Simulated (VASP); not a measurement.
# Zn18HS17 (a cell with a defect) in VASP: electric field gradients with PBE

Aim: the electric field gradients of Zn18HS17 (a cell with a defect) with PBE.

All numbers are computed with VASP 6.6.1; they aren't measurements. Logs are shortened: lines on timing, memory, paths and dates and some standing lists are left out, and cuts for length are marked.

## Step 1: The cell of the first run

The cell holds a defect, 36 atoms: a = 6.603 Å, b = 6.603 Å, c = 18.690 Å, α = 90.00°, β = 90.00°, γ = 120.00°.

## Step 2: Electric field gradients, PBE

Contents of INCAR:

```
SYSTEM = Zn18HS17
PREC     = Accurate       ! precision mode
ENCUT    = 520            ! plane-wave cutoff, eV
EDIFF    = 1E-8           ! SCF threshold, eV
ISMEAR   = -1             ! smearing method
SIGMA    = 0.01           ! smearing width, eV
LREAL    = Auto         
LASPH    = .True.         ! aspherical terms in the spheres
NELM     = 60             ! most SCF steps
ALGO     = Normal         ! electronic algorithm
ISIF     = 2              ! what is computed and relaxed
LWAVE    = .False.        ! write WAVECAR
LCHARG   = .False.        ! write CHGCAR
GGA      = PE             ! functional
LEFG     = .True.       
NELECT   = 318.0        
NBANDS   = 184            ! bands
```

Contents of KPOINTS:

```
Automatic mesh
0
Gamma
  3 3 1
  0 0 0
```

Contents of POSCAR:

```
Zn18HS17
1.0
    5.7180000000      3.3012888392      0.0000000000
   -5.7180000000      3.3012888392      0.0000000000
    0.0000000000      0.0000000000     18.6899900000
Zn S H
18 17 1
Direct
    0.0000000000      0.0000000000      0.0000000000
    0.3333333333      0.6666666667      0.0000000000
    0.6666666667      0.3333333333      0.0000000000
    0.0000000000      0.0000000000      0.5000000000
    0.3333333333      0.6666666667      0.5000000000
    0.6666666667      0.3333333333      0.5000000000
    0.3333333333      0.3333333334      0.1666700000
    0.6666666667      0.0000000000      0.1666700000
    0.0000000000      0.6666666667      0.1666700000
    0.3333333333      1.0000000000      0.6666700000
    0.6666666667      0.6666666666      0.6666700000
    0.0000000000      0.3333333333      0.6666700000
    0.3333333333      1.0000000000      0.3333300000
    0.6666666667      0.6666666666      0.3333300000
    0.0000000000      0.3333333333      0.3333300000
    0.3333333333      0.3333333334      0.8333300000
    0.6666666667      0.0000000000      0.8333300000
    0.0000000000      0.6666666667      0.8333300000
    0.0000000000      0.0000000000      0.1250000000
    0.3333333333      0.6666666667      0.1250000000
    0.6666666667      0.3333333333      0.1250000000
    0.0000000000      0.0000000000      0.6250000000
    0.3333333333      0.6666666667      0.6250000000
    0.6666666667      0.3333333333      0.6250000000
    0.6666666667      0.0000000000      0.2916700000
    0.0000000000      0.6666666667      0.2916700000
    0.3333333333      1.0000000000      0.7916700000
    0.6666666667      0.6666666666      0.7916700000
    0.0000000000      0.3333333333      0.7916700000
    0.3333333333      1.0000000000      0.4583300000
    0.6666666667      0.6666666666      0.4583300000
    0.0000000000      0.3333333333      0.4583300000
    0.3333333333      0.3333333334      0.9583300000
    0.6666666667      0.0000000000      0.9583300000
    0.0000000000      0.6666666667      0.9583300000
    0.3333333333      0.3333333334      0.2916700000
```

Potentials or basis: VASP PAW PBE potentials, release 64 (Zn, S, H).

Started as:

```
$ cat potpaw_PBE.64/Zn/POTCAR potpaw_PBE.64/S/POTCAR potpaw_PBE.64/H/POTCAR > POTCAR
$ mpirun -np 1 vasp_std > vasp.out
```

OUTCAR:

```text
SYSTEM = Zn18HS17
   PREC = Accurate
   ENCUT = 520
   EDIFF = 1E-8
   ISMEAR = -1
   LREAL = Auto
   LASPH = .True.
   NELM = 60
   ISIF = 2
   GGA = PE
   NELECT = 318.0

 ion  position               nearest neighbor table
   1  0.000  0.000  0.000-  34 2.33  35 2.33  33 2.33  19 2.34
   2  0.333  0.667  0.000-  35 2.33  33 2.33  34 2.33  20 2.34
   3  0.667  0.333  0.000-  34 2.33  35 2.33  33 2.33  21 2.34
   4  0.000  0.000  0.500-  30 2.33  32 2.33  31 2.33  22 2.34
   5  0.333  0.667  0.500-  30 2.33  32 2.33  31 2.33  23 2.34
   6  0.667  0.333  0.500-  32 2.33  31 2.33  30 2.33  24 2.34
   7  0.333  0.333  0.167-  20 2.33  19 2.33  21 2.33
   8  0.667  0.000  0.167-  19 2.33  21 2.33  20 2.33  25 2.34
   9  0.000  0.667  0.167-  19 2.33  20 2.33  21 2.33  26 2.34
  10  0.333  0.000  0.667-  22 2.33  23 2.33  24 2.33  27 2.34
  11  0.667  0.667  0.667-  24 2.33  22 2.33  23 2.33  28 2.34
  12  0.000  0.333  0.667-  22 2.33  24 2.33  23 2.33  29 2.34
  13  0.333  0.000  0.333-  26 2.33  25 2.33  30 2.34
  14  0.667  0.667  0.333-  26 2.33  25 2.33  31 2.34
  15  0.000  0.333  0.333-  25 2.33  26 2.33  32 2.34
  16  0.333  0.333  0.833-  29 2.33  28 2.33  27 2.33  33 2.34
  17  0.667  0.000  0.833-  29 2.33  28 2.33  27 2.33  34 2.34
  18  0.000  0.667  0.833-  28 2.33  27 2.33  29 2.33  35 2.34
  19  0.000  0.000  0.125-   8 2.33   9 2.33   7 2.33   1 2.34
  20  0.333  0.667  0.125-   9 2.33   7 2.33   8 2.33   2 2.34
  21  0.667  0.333  0.125-   8 2.33   9 2.33   7 2.33   3 2.34
[... 12 lines left out ...]
  34  0.667  0.000  0.958-   1 2.33   3 2.33   2 2.33  17 2.34
  35  0.000  0.667  0.958-   1 2.33   2 2.33   3 2.33  18 2.34
  36  0.333  0.333  0.292-

  LATTYP: Found a hexagonal cell.
 ALAT       =     6.6025776784
 C/A-ratio  =     2.8307111117

  Lattice vectors:

 A1 = (   5.7180000000,   3.3012888392,   0.0000000000)
 A2 = (  -5.7180000000,   3.3012888392,   0.0000000000)
 A3 = (   0.0000000000,   0.0000000000,  18.6899900000)

Analysis of symmetry for initial positions (statically):
=====================================================================
 Subroutine PRICEL returns:
 Original cell was already a primitive cell.

[... 746 lines left out ...]

------------------------ aborting loop because EDIFF is reached ----------------------------------------

  FORCE on cell =-STRESS in cart. coord.  units (eV):
  Direction    XX          YY          ZZ          XY          YZ          ZX
  --------------------------------------------------------------------------------------
  -------------------------------------------------------------------------------------
  Total       -1.5490154     -1.5490154     -2.5519990      0.0000000      0.0000000      0.0000000
  in kB       -3.5172203     -3.5172203     -5.7946117      0.0000000      0.0000000      0.0000000
  external PRESSURE =      -4.2763508 kB  Pullay stress =       0.0000000 kB

 VOLUME and BASIS-vectors are now :
 -----------------------------------------------------------------------------
  energy-cutoff  :      520.00
  volume of cell :      705.61
      direct lattice vectors                 reciprocal lattice vectors
     5.718000000  3.301288839  0.000000000     0.087443162  0.151455999  0.000000000
    -5.718000000  3.301288839  0.000000000    -0.087443162  0.151455999  0.000000000
     0.000000000  0.000000000 18.689990000     0.000000000  0.000000000  0.053504577

 POSITION                                       TOTAL-FORCE (eV/Angst)
 -----------------------------------------------------------------------------------
      0.00000      0.00000      0.00000        -0.000000      0.043510     -0.418971
     -1.90600      3.30129      0.00000         0.037681     -0.021755     -0.418971
      1.90600      3.30129      0.00000        -0.037681     -0.021755     -0.418971
      0.00000      0.00000      9.34500        -0.000000      0.058371      0.359287
     -1.90600      3.30129      9.34500         0.050551     -0.029186      0.359287
      1.90600      3.30129      9.34500        -0.050551     -0.029186      0.359287
[... 28 lines left out ...]
     -3.81200      2.20086     17.91118         0.000000     -0.000000      0.257687
     -0.00000      2.20086      5.45131         0.000000     -0.000000      0.047745
 -----------------------------------------------------------------------------------
    total drift:                               -0.000005     -0.000005     -0.000358

  FREE ENERGIE OF THE ION-ELECTRON SYSTEM (eV)
  ---------------------------------------------------
  free  energy   TOTEN  =      -122.0087222802 eV

  energy  without entropy=     -122.0087222802  energy(sigma->0) =     -122.00872228

 Electric field gradients (V/A^2)
---------------------------------------------------------------------
 ion       V_xx      V_yy      V_zz      V_xy      V_xz      V_yz
---------------------------------------------------------------------
   1      -6.803    -6.956    13.759     0.000     0.000    -0.945
   2      -6.911    -6.841    13.751     0.058    -0.818     0.473
   3      -6.911    -6.841    13.751    -0.058     0.818     0.473
   4       3.131     8.033   -11.163    -0.000     0.000     0.981
   5       6.814     4.357   -11.170    -2.130     0.849    -0.490
   6       6.814     4.357   -11.170     2.130    -0.849    -0.490
[... 28 lines left out ...]
  35       0.027     0.028    -0.054     0.000    -0.000     0.001
  36       0.044     0.045    -0.089     0.000    -0.000     0.000
---------------------------------------------------------------------

 Electric field gradients after diagonalization (V/A^2)
 (convention: |V_zz| > |V_xx| > |V_yy|)
----------------------------------------------------------------------
 ion       V_xx      V_yy      V_zz     asymmetry (V_yy - V_xx)/ V_zz
----------------------------------------------------------------------
   1      -6.999    -6.803    13.802       0.014
   2      -6.987    -6.807    13.794       0.013
   3      -6.987    -6.807    13.794       0.013
   4       8.082     3.131   -11.213       0.442
   5       8.094     3.126   -11.220       0.443
   6       8.094     3.126   -11.220       0.443
[... 28 lines left out ...]
  35       0.028     0.027    -0.055       0.019
  36       0.045     0.044    -0.089       0.005
----------------------------------------------------------------------

           NMR quadrupolar parameters

 Cq : quadrupolar parameter    Cq=e*Q*V_zz/h
 eta: asymmetry parameters     (V_yy - V_xx)/ V_zz
 Q  : nuclear electric quadrupole moment in mb (millibarn)
----------------------------------------------------------------------
 ion       Cq(MHz)       eta       Q (mb)
----------------------------------------------------------------------
   1       0.033       0.014       1.000
   2       0.033       0.013       1.000
   3       0.033       0.013       1.000
   4      -0.027       0.442       1.000
   5      -0.027       0.443       1.000
   6      -0.027       0.443       1.000
[... 28 lines left out ...]
  35      -0.000       0.019       1.000
  36      -0.000       0.005       1.000
----------------------------------------------------------------------
```

OSZICAR:

```text
N       E                     dE             d eps       ncg     rms          rms(c)
DAV:   1     0.320082330973E+04    0.32008E+04   -0.13902E+05  1104   0.209E+03
DAV:   2     0.509112293525E+03   -0.26917E+04   -0.26147E+04  1104   0.535E+02
DAV:   3    -0.717234449072E+02   -0.58084E+03   -0.55427E+03  1176   0.203E+02
[... 16 lines left out ...]
DAV:  20    -0.122008722405E+03   -0.65433E-07   -0.29076E-07  1240   0.357E-03    0.168E-03
DAV:  21    -0.122008722358E+03    0.47090E-07   -0.67400E-08  1176   0.135E-03    0.940E-04
DAV:  22    -0.122008722317E+03    0.41116E-07   -0.14660E-08   736   0.737E-04    0.598E-04
DAV:  23    -0.122008722285E+03    0.32036E-07   -0.10054E-08   720   0.813E-04    0.156E-04
DAV:  24    -0.122008722280E+03    0.45475E-08   -0.56910E-09   624   0.287E-04
   1 F= -.12200872E+03 E0= -.12200872E+03  d E =-.557081E-12
```

stdout:

```text
POSCAR found type information on POSCAR ZnS H
 POSCAR found :  3 types and      36 ions
 scaLAPACK will be used
 LDA part: xc-table for (Slater+PW92), standard interpolation
 POSCAR, INCAR and KPOINTS ok, starting setup
 FFT: planning ... GRIDC
 FFT: planning ... GRID_SOFT
 FFT: planning ... GRID
 WAVECAR not read
 entering main loop
 the old and the new charge density differ
 old charge density:   319.00000 new  318.00000
    0.291E+01
ion   1

ion   2
     0.0000468     0.0099542    -0.0044091     0.2689677     0.0076368    -0.0057470
     0.0000645     0.0099542    -0.0044091     0.2689677     0.0076368    -0.0057470
     0.0000888     0.0099542    -0.0044091     0.2689677     0.0076368    -0.0057470
     0.0001223     0.0099542    -0.0044091     0.2689677     0.0076368    -0.0057470

     0.0000468    -0.0519912    -0.4226889   -10.8163699     0.7321186     0.0300172
     0.0000645    -0.0519890    -0.4226840   -10.8161792     0.7321102     0.0300159
     0.0000888    -0.0519855    -0.4226759   -10.8158650     0.7320961     0.0300139
     0.0001223    -0.0519800    -0.4226622   -10.8153501     0.7320724     0.0300107
[... 122 lines left out ...]
ion  23
     0.0000369     0.0058830     0.0437281    -0.8832387    -0.0757393    -0.0033965
     0.0000508     0.0058830     0.0437281    -0.8832387    -0.0757393    -0.0033965
     0.0000700     0.0058830     0.0437281    -0.8832387    -0.0757393    -0.0033965
     0.0000964     0.0058830     0.0437281    -0.8832387    -0.0757393    -0.0033965

     0.0000369     0.0875751     0.6383869   -13.0345307    -1.1057185    -0.0505615
     0.0000508     0.0875750     0.6383858   -13.0345082    -1.1057166    -0.0505614
     0.0000700     0.0875747
```

It took 37 min on 1 thread of Oxide Virtual Turin-like, shared host; peak memory 0.8 GiB.

Results:

- Free energy: -122.0087 eV
- Largest force: 0.662 eV/Å
- Largest electric field gradient by atom: Zn +13.8, -11.2, +90.9, +9.4, -2.3, +83.8, +5.1, +5.8 (each value once); S +20.8, +16.3, -39.3, +6.3, +31.4, -1.3, -0.1 (each value once); H -0.1 V/Å²

Forces in eV/Å, atoms in the order of the input:
```
Zn   0.000  0.044 -0.419
Zn   0.038 -0.022 -0.419
Zn  -0.038 -0.022 -0.419
Zn   0.000  0.058  0.359
Zn   0.051 -0.029  0.359
Zn  -0.051 -0.029  0.359
Zn   0.000  0.000 -0.308
Zn   0.000  0.000 -0.323
Zn   0.000  0.000 -0.323
Zn   0.005 -0.003  0.143
Zn   0.000  0.005  0.143
Zn  -0.005 -0.003  0.143
Zn  -0.069  0.040  0.433
Zn   0.000 -0.079  0.433
Zn   0.069  0.040  0.433
Zn   0.000  0.000 -0.130
Zn   0.000  0.000 -0.154
Zn   0.000  0.000 -0.154
S    0.000  0.145  0.646
S    0.125 -0.072  0.646
S   -0.125 -0.072  0.646
S    0.000 -0.023 -0.249
S   -0.020  0.011 -0.249
S    0.020  0.011 -0.249
S    0.000  0.000 -0.169
S    0.000  0.000 -0.169
S    0.002 -0.001 -0.011
S    0.000  0.002 -0.011
S   -0.002 -0.001 -0.011
S   -0.231  0.133 -0.580
S    0.000 -0.267 -0.580
S    0.231  0.133 -0.580
S    0.000  0.000  0.193
S    0.000  0.000  0.258
S    0.000  0.000  0.258
H    0.000  0.000  0.048
```

Electric field gradients, principal values (V/Å²):
| atom | least | middle | greatest (by size) |
| --- | --- | --- | --- |
| 1 Zn | -6.803 | -6.999 | 13.802 |
| 2 Zn | -6.807 | -6.987 | 13.794 |
| 3 Zn | -6.807 | -6.987 | 13.794 |
| 4 Zn | 3.131 | 8.082 | -11.213 |
| 5 Zn | 3.126 | 8.094 | -11.220 |
| 6 Zn | 3.126 | 8.094 | -11.220 |
| 7 Zn | -45.429 | -45.431 | 90.860 |
| 8 Zn | -4.709 | -4.717 | 9.427 |
| 9 Zn | -4.709 | -4.717 | 9.427 |
| 10 Zn | 1.053 | 1.287 | -2.341 |
| 11 Zn | 1.056 | 1.288 | -2.344 |
| 12 Zn | 1.053 | 1.287 | -2.341 |
| 13 Zn | -35.840 | -47.942 | 83.782 |
| 14 Zn | -35.839 | -47.944 | 83.784 |
| 15 Zn | -35.840 | -47.942 | 83.782 |
| 16 Zn | -2.529 | -2.531 | 5.060 |
| 17 Zn | -2.917 | -2.925 | 5.843 |
| 18 Zn | -2.917 | -2.925 | 5.843 |
| 19 S | -7.084 | -13.727 | 20.811 |
| 20 S | -7.084 | -13.728 | 20.811 |
| 21 S | -7.084 | -13.728 | 20.811 |
| 22 S | -8.094 | -8.239 | 16.333 |
| 23 S | -8.095 | -8.239 | 16.333 |
| 24 S | -8.095 | -8.239 | 16.333 |
| 25 S | 19.654 | 19.655 | -39.309 |
| 26 S | 19.654 | 19.655 | -39.309 |
| 27 S | -3.132 | -3.164 | 6.296 |
| 28 S | -3.131 | -3.165 | 6.296 |
| 29 S | -3.132 | -3.164 | 6.296 |
| 30 S | -15.228 | -16.179 | 31.407 |
| 31 S | -15.227 | -16.179 | 31.407 |
| 32 S | -15.228 | -16.179 | 31.407 |
| 33 S | 0.657 | 0.657 | -1.314 |
| 34 S | 0.027 | 0.028 | -0.055 |
| 35 S | 0.027 | 0.028 | -0.055 |
| 36 H | 0.044 | 0.045 | -0.089 |

Caveat: the cell carries a net charge on a neutralising background, which shifts energy and pressure; the cell is charged against a uniform background, so pressure and absolute levels hang on convention; without QUAD_EFG the Cq values of the log hold for a quadrupole moment of 1 mb, not for the nuclei.
